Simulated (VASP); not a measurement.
Set up this calculation in VASP 6.6.1, as the native input.

| Quantity | Value |
| --- | --- |
| Task | single point |
| Functional | PBEsol |
| Potentials or basis | VASP PAW PBE potentials, release 64 (Sr_sv, O) |
| Cutoff | 520 eV |
| k mesh | 8 × 8 × 8 |
| Occupations | fermi-dirac, width 0.03 eV |
| Spin | no spin polarisation |
| Dipole correction | no |
| Further INCAR settings | ALGO = Normal; EDIFF = 1e-06; NBANDS = 15 |

The structure of SrO lies in POSCAR:

```
SrO
1.0
    0.0000000000      2.6036170359      2.6036170359
    2.6036170359      0.0000000000      2.6036170359
    2.6036170359      2.6036170359      0.0000000000
Sr O
1 1
Direct
    0.0000000000      0.0000000000      0.0000000000
    0.5000000000      0.5000000000      0.5000000000
```

This cell differs from its parent crystal: volume scaled by 1.04.

These files were run (other wordings do the same):

INCAR

```
SYSTEM = SrO
  PREC = Accurate
  ENCUT = 520
  EDIFF = 1E-6
  ISMEAR = -1
  SIGMA = 0.03
  LREAL = .False.
  LASPH = .True.
  NELM = 80
  ALGO = Normal
  ISIF = 2
  LWAVE = .False.
  LCHARG = .True.
  GGA = PS
  LELF = .True.
  LVHAR = .True.
  NBANDS = 15
```

KPOINTS

```
regular mesh
0
Gamma
  8 8 8
  0 0 0
```

Potentials or basis: VASP PAW PBE potentials, release 64 (Sr_sv, O).

The run is started by

```bash
$ cat potpaw_PBE.64/Sr_sv/POTCAR potpaw_PBE.64/O/POTCAR > POTCAR
$ mpirun -np 1 vasp_std > vasp.out
```

It gave:

```yaml
Pressure: -3.6 GPa
Band_gap_on_the_k_mesh: 3.18 eV, indirect (least direct gap 3.29 eV)
```

Caveat: the PAW data sets were made with another functional, which shifts forces and pressure a little.

Wall time 13 s on 1 thread of Intel(R) Xeon(R) Platinum 8375C CPU @ 2.90GHz (Ice Lake), on a shared host, peak memory 0.16 GiB.
